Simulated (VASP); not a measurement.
A run of VASP 6.6.1:

File INCAR:

```
PREC = Accurate
ENCUT = 520
EDIFF = 1E-7
ISMEAR = -1
SIGMA = 0.03
LREAL = False
LASPH = True
NELM = 100
ALGO = Normal
ISIF = 2
LWAVE = False
LCHARG = True
GGA = PE
LELF = True
LVHAR = True
NBANDS = 11
```

KPOINTS

```
Automatic mesh
0
Gamma
  14 14 14
```

File POSCAR:

```
AlN
1.0
    0.0000000000      1.9741967065      2.0352543366
    1.9741967065      0.0000000000      2.0352543366
    1.9741967065      1.9741967065      0.0000000000
Al N
1 1
Direct
    0.0000000000      0.0000000000      0.0000000000
    0.5000000000      0.5000000000      0.5000000000
```

Potentials or basis: VASP PAW PBE potentials, release 64 (Al, N).

Run with:

```sh
$ cat potpaw_PBE.64/Al/POTCAR potpaw_PBE.64/N/POTCAR > POTCAR
$ mpirun -np 1 vasp_std > vasp.out
```

Hardware: 1 thread of Intel(R) Xeon(R) Platinum 8259CL CPU @ 2.50GHz (Skylake/Cascade Lake), on a shared host.

Problem. How long does it take, and how much memory?

Solution. Wall time 34 s on 1 thread of Intel(R) Xeon(R) Platinum 8259CL CPU @ 2.50GHz (Skylake/Cascade Lake), on a shared host, peak memory 0.16 GiB. Counts: scf iterations 13, k points 244.
